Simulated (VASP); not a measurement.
Sn4S, 5 atoms in the cell. The structure is cubic, space group I-43m (No. 217). The conventional cell has a = 6.771 Å, b = 6.771 Å, c = 6.771 Å, α = 90.00°, β = 90.00°, γ = 90.00°. Sn (site symmetry 3m) has 1 S at 2.17 Å within 2.9 Å. S (site symmetry -43m) has 4 Sn at 2.17 Å within 2.9 Å. 

```yaml
Program: VASP 6.6.1
Task: single point
Functional: PBE
Potentials_or_basis: VASP PAW PBE potentials, release 64 (Sn_d, S)
Cutoff: 520 eV
k_mesh: 4 × 4 × 4
Occupations: gaussian, width 0.1 eV
Spin: no spin polarisation
Dipole_correction: no
Further_INCAR_settings: ALGO = Normal; EDIFF = 1e-06; NBANDS = 39
```

Potentials or basis: VASP PAW PBE potentials, release 64 (Sn_d, S).

The run is started by

```console
$ cat potpaw_PBE.64/Sn_d/POTCAR potpaw_PBE.64/S/POTCAR > POTCAR
$ mpirun -np 1 vasp_std > vasp.out
```

Hardware: 1 thread of Intel(R) Xeon(R) 6975P-C (Granite Rapids) (shared host).

Problem. How long does it take, and how much memory?

Solution. Wall time 49 s on 1 thread of Intel(R) Xeon(R) 6975P-C (Granite Rapids), with other jobs on the host, peak memory 0.32 GiB. Counts: scf iterations 14, k points 8.
